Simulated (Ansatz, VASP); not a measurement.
Al2Cu in VASP and in Ansatz

Contents of INCAR:

```
PREC = Accurate
ENCUT = 520
EDIFF = 1E-6
ISMEAR = 0
SIGMA = 0.15
LREAL = False
LASPH = True
NELM = 80
ALGO = Fast
ISIF = 2
LWAVE = False
LCHARG = False
GGA = PE
NBANDS = 16
```

KPOINTS

```
Automatic mesh
0
Gamma
  14 14 14
```

Contents of POSCAR:

```
Al2Cu
1.0
   -1.9969049054      1.9969049054      2.8432000000
    1.9969049054     -1.9969049054      2.8432000000
    1.9969049054      1.9969049054     -2.8432000000
Al Cu
2 1
Direct
    0.7500000000      0.2500000000      0.5000000000
    0.2500000000      0.7500000000      0.5000000000
    0.5000000000      0.5000000000      0.0000000000
```

Input for Ansatz:

```yaml
crystal:
  lattice:
    - [-1.9969049054, 1.9969049054, 2.8432]
    - [1.9969049054, -1.9969049054, 2.8432]
    - [1.9969049054, 1.9969049054, -2.8432]
  atoms:
    - { symbol: Al, position: [0.75, 0.25, 0.5] }
    - { symbol: Al, position: [0.25, 0.75, 0.5] }
    - { symbol: Cu, position: [0.5, 0.5, 0.0] }
basis:
  ecutwfc: 520.0
kpoints:
  mp_grid: { grid: [14, 14, 14] }
hamiltonian:
  xc: pbe
  pseudopotentials: { kind: paw, azcp: { folder: soft_1 } }
scf:
  occupations: { method: gaussian, width: 0.15 }
output:
  forces: true
  stress: true
  eigenvalues: true
```

Alike in both runs: task single point; functional PBE; k mesh 14 × 14 × 14; occupations gaussian, width 0.15 eV; no spin polarisation.

|  | VASP | Ansatz |
| --- | --- | --- |
| version | VASP 6.6.1 | Ansatz 0.2.0 |
| potentials or method | VASP PAW PBE potentials, release 64 (Al, Cu), cutoff 520 eV | scalar-relativistic, plane waves, PAW |
| valence electrons in the cell | 17 | 25 |

Ansatz gave:

```
gap on the k mesh at the Fermi level (eV)                     : none
pressure (GPa)                                                : 7.1
traceless stress, the component that is largest in VASP (GPa) : -0.47
```

**Question.** Which values does VASP return?

**Answer.** gap on the k mesh at the Fermi level (eV): none; pressure (GPa): 6.9; traceless stress, the component that is largest in VASP (GPa): -0.46.

A gap of «none» marks a metal or a gap that the smearing closes. The functional is the same, so the differences come from potentials, cutoffs and numerics. VASP's potentials hold 17 valence electrons a cell and Ansatz's 25, so a difference there can come from the potentials and not from the codes.
